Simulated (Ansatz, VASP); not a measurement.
# BN in VASP and in Ansatz

```
B N
1.0
     0.00000    1.81300    1.81300
     1.81300    0.00000    1.81300
     1.81300    1.81300    0.00000
B N
1 1
Direct
  0.00000 0.00000 0.00000
  0.75000 0.75000 0.75000
```

Alike in both runs: task single point; functional LDA; k mesh 8 × 8 × 8; occupations gaussian, width 0.1 eV; no spin polarisation.

|  | VASP | Ansatz |
| --- | --- | --- |
| version | VASP 6.6.1 | Ansatz 0.2.0 |
| potentials or method | VASP PAW LDA potentials, release 64 (B, N), cutoff 600 eV | scalar-relativistic, plane waves, PAW |
| valence electrons in the cell | 8 | 8 |

```tsv
	VASP	Ansatz	Ansatz less VASP
gap on the k mesh at the Fermi level (eV)	4.33	4.35	+0.016
least direct gap on the mesh (eV)	8.64	8.65	+0.013
pressure (GPa)	-13.6	-14.2	-0.65
```

LDA's correlation is that of Perdew and Zunger in VASP and of Perdew and Wang (1992) in Ansatz.
